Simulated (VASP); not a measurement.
Here is a VASP 6.6.1 calculation.

The input INCAR:

```
SYSTEM = HfC
ALGO     = Normal         ! electronic algorithm
EDIFF    = 1E-6           ! SCF threshold, eV
ENCUT    = 520            ! plane-wave cutoff, eV
ISIF     = 2              ! what is computed and relaxed
ISMEAR   = 1              ! smearing method
LASPH    = .TRUE.         ! aspherical terms in the spheres
LCHARG   = .TRUE.         ! write CHGCAR
LELF     = .TRUE.         ! ELF
LREAL    = .FALSE.        ! projectors in reciprocal space
LVHAR    = .TRUE.       
LWAVE    = .FALSE.        ! write WAVECAR
NBANDS   = 14             ! bands
NELM     = 60             ! most SCF steps
PREC     = Accurate       ! precision mode
SIGMA    = 0.1            ! smearing width, eV
```

Contents of KPOINTS:

```
k-points
0
G
  12 12 12
  0 0 0
```

POSCAR

```
HfC
1.0
    0.0000000000      2.2358607413      2.2358607413
    2.2358607413      0.0000000000      2.2358607413
    2.2358607413      2.2358607413      0.0000000000
Hf C
1 1
Direct
    0.5000000000      0.5000000000      0.5000000000
    0.0000000000      0.0000000000      0.0000000000
```

Potentials or basis: VASP PAW LDA potentials, release 64 (Hf_pv, C).

Run with:

```console
$ cat potpaw_LDA.64/Hf_pv/POTCAR potpaw_LDA.64/C/POTCAR > POTCAR
$ mpirun -np 1 vasp_std > vasp.out
```

**Question.** Estimate the pressure.

**Answer.** 21.4 GPa.

**Question.** What does it give for the band gap on the k mesh?

**Answer.** Zero (band 7 reaches 7.90 eV, above the bottom of band 8 at 6.39 eV).

Caveat: spin-orbit coupling is left out, which moves the levels of the heavy elements.
